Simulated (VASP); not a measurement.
Runs of VASP 6.6.1 on HfO2. The structure is that of space group Fm-3m (No. 225), or close to it. The cells are those of the table. 

| cell | gap on the mesh (eV) | pressure (GPa) |
| --- | --- | --- |
| a = 3.641 Å, angles 60.0°, 3 atoms | 3.55 | (a) |
| a = 3.593 Å, angles 60.0°, 3 atoms | 3.65 | -9.1 |
| a = 3.688 Å, angles 60.0°, 3 atoms | 3.45 | -24.4 |
| a = 3.664 Å, angles 60.0°, 3 atoms | (b) | -21.2 |
| a = 3.543 Å, angles 60.0°, 3 atoms | 3.76 | 1.6 |

Alike in all rows: task single point; level PBEsol; potentials or basis VASP PAW PBE potentials, release 64 (Hf_pv, O); no spin polarisation; k mesh 6 × 6 × 6; cutoff (eV) 520; smearing gaussian 0.01 eV.

Fill in the values left out.

(a) -17.6; (b) 3.50.

Caveats: the PAW data sets were made with another functional, which shifts forces and pressure a little; spin-orbit coupling is left out, which moves the levels of the heavy elements.

A k mesh can miss the band edges, and the runs leave out spin-orbit coupling on Hf.
